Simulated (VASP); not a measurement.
# C (Fd-3m) in VASP: further runs

The runs below take C through single point, with r2SCAN+D4.

Everything below comes from runs of VASP 6.6.1. Logs are shortened: lines on timing, memory, paths and dates and some standing lists are left out, and cuts for length are marked.

## Step 1: The cell of the first run

The structure is cubic, space group Fd-3m (No. 227). Conventional cell: a = 3.519 Å, b = 3.519 Å, c = 3.519 Å, α = 90.00°, β = 90.00°, γ = 90.00°. Within 2.0 Å of C (site symmetry -43m) lie 4 C at 1.52 Å.

## Step 2: Single point, r2SCAN+D4

File POSCAR:

```
C
1.0
    0.0000000000      1.7592674508      1.7592674508
    1.7592674508      0.0000000000      1.7592674508
    1.7592674508      1.7592674508      0.0000000000
C
2
Direct
    0.7500000000      0.7500000000      0.7500000000
    0.5000000000      0.5000000000      0.5000000000
```

File INCAR.step1:

```
PREC = Accurate
ENCUT = 1430
ISMEAR = -1
SIGMA = 0.05
LREAL = F
LASPH = T
NELM = 120
NBANDS = 11
GGA = PE
ALGO = Normal
EDIFF = 1E-5
LWAVE = T
LCHARG = F
GGA_COMPAT = F
```

File INCAR.step2:

```
PREC = Accurate
ENCUT = 1430
EDIFF = 1E-6
ISMEAR = -1
SIGMA = 0.05
LREAL = F
LASPH = T
NELM = 120
ALGO = Normal
ISIF = 2
LWAVE = F
LCHARG = T
METAGGA = R2SCAN
LMIXTAU = T
IVDW = 13
VDW_S6 = 1.0
VDW_S8 = 0.6018749
VDW_A1 = 0.51559235
VDW_A2 = 5.77342911
LELF = T
LVHAR = T
NBANDS = 11
ISTART = 1
GGA_COMPAT = F
```

File KPOINTS:

```
regular mesh
0
Gamma
  13 13 13
```

Potentials or basis: VASP PAW PBE potentials, release 64 (C_h).

Command:

```console
cat potpaw_PBE.64/C_h/POTCAR > POTCAR
cp INCAR.step1 INCAR
mpirun -np 1 vasp_std > vasp.out
cp INCAR.step2 INCAR
mpirun -np 1 vasp_std > vasp.out
```

OUTCAR:

```text
PREC = Accurate
   ENCUT = 1430
   EDIFF = 1E-6
   ISMEAR = -1
   LREAL = F
   LASPH = T
   NELM = 120
   ISIF = 2
   METAGGA = R2SCAN
   IVDW = 13
   ISTART = 1

 ion  position               nearest neighbor table
   1  0.750  0.750  0.750-   2 1.52   2 1.52   2 1.52   2 1.52
   2  0.500  0.500  0.500-   1 1.52   1 1.52   1 1.52   1 1.52

  LATTYP: Found a face centered cubic cell.
 ALAT       =     3.5185349016

  Lattice vectors:

 A1 = (   0.0000000000,   1.7592674508,   1.7592674508)
 A2 = (   1.7592674508,   0.0000000000,   1.7592674508)
 A3 = (   1.7592674508,   1.7592674508,   0.0000000000)

Analysis of symmetry for initial positions (statically):
=====================================================================
 Subroutine PRICEL returns:
 Original cell was already a primitive cell.

 Routine SETGRP: Setting up the symmetry group for a
 face centered cubic supercell.

 Subroutine GETGRP returns: Found 48 space group operations
 (whereof 24 operations were pure point group operations)
 out of a pool of 48 trial point group operations.

The static configuration has the point symmetry T_d .
 The point group associated with its full space group is O_h .

Analysis of symmetry for dynamics (positions and initial velocities):
=====================================================================
 Subroutine PRICEL returns:
 Original cell was already a primitive cell.

 Routine SETGRP: Setting up the symmetry group for a
 face centered cubic supercell.

 Subroutine GETGRP returns: Found 48 space group operations
 (whereof 24 operations were pure point group operations)
 out of a pool of 48 trial point group operations.

The dynamic configuration has the point symmetry T_d .
 The point group associated with its full space group is O_h .

 Subroutine INISYM returns: Found 48 space group operations
 (whereof 24 operations are pure point group operations),
 and found     1 'primitive' translations

----------------------------------------------------------------------------------------

                                     Primitive cell

  volume of cell :      10.8899

  direct lattice vectors                    reciprocal lattice vectors
     0.000000000  1.759267451  1.759267451    -0.284209203  0.284209203  0.284209203
     1.759267451  0.000000000  1.759267451     0.284209203 -0.284209203  0.284209203
     1.759267451  1.759267451  0.000000000     0.284209203  0.284209203 -0.284209203

  length of vectors
     2.487979889  2.487979889  2.487979889     0.492264780  0.492264780  0.492264780

  position of ions in fractional coordinates (direct lattice)
     0.750000000  0.750000000  0.750000000
     0.500000000  0.500000000  0.500000000

  ion indices of the primitive-cell ions
   primitive index   ion index
                 1           1
                 2           2

----------------------------------------------------------------------------------------

 KPOINTS: regular mesh

Automatic generation of k-mesh.
 Grid dimensions read from file:
 generate k-points for:   13   13   13

 Generating k-lattice:

  Cartesian coordinates                     Fractional coordinates (reciprocal lattice)
    -0.021862246  0.021862246  0.021862246     0.076923077  0.000000000  0.000000000
     0.021862246 -0.021862246  0.021862246     0.000000000  0.076923077  0.000000000
     0.021862246  0.021862246 -0.021862246     0.000000000  0.000000000  0.076923077

  Length of vectors
     0.037866522  0.037866522  0.037866522

  Shift w.r.t. Gamma in fractional coordinates (k-lattice)
     0.000000000  0.000000000  0.000000000

 Subroutine IBZKPT returns following result:
 ===========================================

 Found     84 irreducible k-points:

 Following reciprocal coordinates:
            Coordinates               Weight
  0.000000  0.000000  0.000000      1.000000
  0.076923  0.000000  0.000000      8.000000
  0.153846  0.000000  0.000000      8.000000
  0.230769  0.000000  0.000000      8.000000
  0.307692  0.000000  0.000000      8.000000
  0.384615  0.000000  0.000000      8.000000
[... 16 lines left out ...]
  0.384615  0.153846  0.000000     24.000000
  0.461538  0.153846  0.000000     24.000000
 [... further k-points ...]
   k-points           NKPTS =     84   k-points in BZ     NKDIM =     84   number of bands    NBANDS=     11
   number of dos      NEDOS =    301   number of ions     NIONS =      2
   total plane-waves  NPLWV =  32768
   dimension x,y,z NGX =    32 NGY =   32 NGZ =   32
   dimension x,y,z NGXF=    64 NGYF=   64 NGZF=   64
   ions per type =               2
   NGX,Y,Z   is equivalent  to a cutoff of  21.38, 21.38, 21.38 a.u.
   NGXF,Y,Z  is equivalent  to a cutoff of  42.76, 42.76, 42.76 a.u.
 SYSTEM =  unknown system
   PREC   = accura    normal or accurate (medium, high low for compatibility)
   ISTART =      1    job   : 0-new  1-cont  2-samecut
   ICHARG =      0    charge: 1-file 2-atom 10-const
   ISPIN  =      1    spin polarized calculation?
   LNONCOLLINEAR =      F non collinear calculations
   LSORBIT =      F    spin-orbit coupling
   LASPH  =      T    aspherical Exc in radial PAW
   ENCUT  = 1430.0 eV 105.10 Ry   10.25 a.u.   7.67  7.67  7.67*2*pi/ulx,y,z
   NELM   =    120;   NELMIN=  2; NELMDL=  0     # of ELM steps
   EDIFF  = 0.1E-05   stopping-criterion for ELM
   LREAL  =      F    real-space projection
   EDIFFG = 0.1E-04   stopping-criterion for IOM
   NSW    =      0    number of steps for IOM
   IBRION =     -1    ionic relax: 0-MD 1-quasi-New 2-CG
   NFREE  =      0    steps in history (QN), initial steepest desc. (CG)
   ISIF   =      2    stress and relaxation
   ISYM   =      2    0-nonsym 1-usesym 2-fastsym
   POTIM  = 0.5000    time-step for ionic-motion
   TEBEG  =    0.0;   TEEND  =   0.0 temperature during run
   PSTRESS=    0.0 pullay stress
   NELECT =       8.0000    total number of electrons
   NUPDOWN=      -1.0000    fix difference up-down
   EMIN   =  10.00;   EMAX   =-10.00  energy-range for DOS
   EFERMI =   0.00;   METHOD = LEGACY
   ISMEAR =    -1;   SIGMA  =   0.05  broadening in eV -4-tet -1-fermi 0-gaus
   EFERMI_NEDOS =   21; number of points for ismear=-14 and -15
   IALGO  =     38    algorithm
   IMIX   =      4    mixing-type and parameters
     AMIX     =   0.40;   BMIX     =  1.00
     AMIX_MAG =   1.60;   BMIX_MAG =  1.00
  volume/ion in A,a.u.               =       5.44        36.74
  Fermi-wavevector in a.u.,A,eV,Ry     =   1.477167  2.791441 29.688220  2.182023
  Thomas-Fermi vector in A             =   2.591604
   LORBIT       =      0    0 simple, 1 ext, 2 COOP (PROOUT), +10 PAW based schemes
   METAGGA = R2SCAN    functional components
   LHFCALC =     F    Hartree Fock is set to
   AEXX    =    0.0000 exact exchange contribution
   IVDW    =    13    specifies the selected vdW correction
   LEPSILON=     F    determine dielectric tensor
   LRPA    =     F    only Hartree local field effects (RPA)
 non-spin polarized calculation
  energy-cutoff  :     1430.00
  volume of cell :       10.89
 maximum number of plane-waves:      1363
   NGX = 15   NGY = 15   NGZ = 15

 number of electron       8.0000000 magnetization

 Free energy of the ion-electron system (eV)
  ---------------------------------------------------
  ext. energy  EPLUGINS =         0.00000000
  ---------------------------------------------------
  free energy    TOTEN  =       -19.70334902 eV

  energy without entropy =      -19.70334902  energy(sigma->0) =      -19.70334902

 E-fermi :  12.4211     XC(G=0): -14.4945

 val. band max:       11.5586628035   @ k =   0.0000   0.0000   0.0000
 cond. band min:      16.0205161500   @ k =   0.3846   0.3846   0.0000
 fundamental gap:      4.4618533466
 Fermi energy:        12.4211420382

 k-point     1 :       0.0000    0.0000    0.0000
  band No.  band energies     occupation
      1     -11.6811      2.00000
      2      11.5587      2.00000
      3      11.5587      2.00000
      4      11.5587      2.00000
      5      17.5538      0.00000
      6      17.5538      0.00000
      7      17.5538      0.00000
      8      26.4060      0.00000
      9      32.5310      0.00000
     10      39.3670      0.00000
     11      39.3670      0.00000

 k-point     2 :       0.0769    0.0000    0.0000
  band No.  band energies     occupation
      1     -11.5052      2.00000
      2      10.3833      2.00000
      3      11.2490      2.00000
      4      11.2490      2.00000
      5      17.9605      0.00000
      6      17.9605      0.00000
      7      18.2694      0.00000
      8      26.5519      0.00000
      9      32.8323      0.00000
     10      37.4435      0.00000
     11      37.4435      0.00000

 k-point     3 :       0.1538    0.0000    0.0000
  band No.  band energies     occupation
      1     -10.9793      2.00000
      2       7.9044      2.00000
      3      10.5547      2.00000
      4      10.5547      2.00000
      5      18.8766      0.00000
      6      18.8766      0.00000
      7      19.4356      0.00000
      8      26.9713      0.00000
      9      33.4990      0.00000
     10      35.7697      0.00000
     11      35.7697      0.00000
[... 267 lines left out ...]
 k-point    23 :       0.3846    0.1538    0.0000
  band No.  band energies     occupation
      1      -7.8404      2.00000
      2       1.7666      2.00000
      3       7.3121      2.00000
      4       7.4732      2.00000
      5      18.7265      0.00000
      6      23.2014      0.00000
      7      23.3143      0.00000
      8      25.2894      0.00000
      9      34.5825      0.00000
     10      35.4263      0.00000
     11      40.2580      0.00000

 k-point    24 :       0.4615    0.1538    0.0000
  band No.  band energies     occupation
      1      -6.3011      2.00000
      2      -0.6492      2.00000
      3       6.7136      2.00000
      4       7.2709      2.00000
      5      19.1838      0.00000
      6      23.0312      0.00000
      7      23.5098      0.00000
      8      26.7172      0.00000
      9      33.9065      0.00000
     10      36.9560      0.00000
     11      40.5266      0.00000

 [... further k-points ...]

------------------------ aborting loop because EDIFF is reached ----------------------------------------

  DFT-D4 for vdW energy calculation

  Edisp (eV):   -0.18275

  FORCE on cell =-STRESS in cart. coord.  units (eV):
  Direction    XX          YY          ZZ          XY          YZ          ZX
  --------------------------------------------------------------------------------------
  -------------------------------------------------------------------------------------
  Total       0.95514     0.95514     0.95514    -0.00000    -0.00000    -0.00000
  in kB     140.52514   140.52514   140.52514    -0.00000    -0.00000    -0.00000
  external pressure =      140.53 kB  Pullay stress =        0.00 kB

 VOLUME and BASIS-vectors are now :
 -----------------------------------------------------------------------------
  energy-cutoff  :     1430.00
  volume of cell :       10.89
      direct lattice vectors                 reciprocal lattice vectors
     0.000000000  1.759267451  1.759267451    -0.284209203  0.284209203  0.284209203
     1.759267451  0.000000000  1.759267451     0.284209203 -0.284209203  0.284209203
     1.759267451  1.759267451  0.000000000     0.284209203  0.284209203 -0.284209203

 POSITION                                       TOTAL-FORCE (eV/Angst)
 -----------------------------------------------------------------------------------
      2.63890      2.63890      2.63890        -0.000000     -0.000000     -0.000000
      1.75927      1.75927      1.75927         0.000000      0.000000      0.000000
 -----------------------------------------------------------------------------------
    total drift:                               -0.000000     -0.000000      0.000000

  FREE ENERGIE OF THE ION-ELECTRON SYSTEM (eV)
  ---------------------------------------------------
  free  energy   TOTEN  =       -19.8860985871 eV

  energy  without entropy=      -19.8860985871  energy(sigma->0) =      -19.88609859
```

It took 45 s on 1 thread of Intel Xeon 6975P-C (Granite Rapids), shared host; peak memory 0.19 GiB.

Results:

* Free energy: -19.8861 eV
* Pressure: 14.1 GPa
* Band gap on the k mesh: 4.46 eV (least direct gap 6.00 eV)
* Dispersion energy per atom: -0.091 eV

Levels at points of the mesh, in eV from the valence-band top:
```tsv
k point	band 1	band 2	band 3	band 4	band 5	band 6	band 7	band 8	band 9
(0.00, 0.00, 0.00)	-23.24	0.00	0.00	0.00	6.00	6.00	6.00	14.85	20.97
```

Caveat: the cell stands under pressure; the PAW data sets were made with another functional, which shifts forces and pressure a little; an odd mesh through Γ misses points on the zone boundary, where band edges can lie.

(Continued in part 2 of 2.)
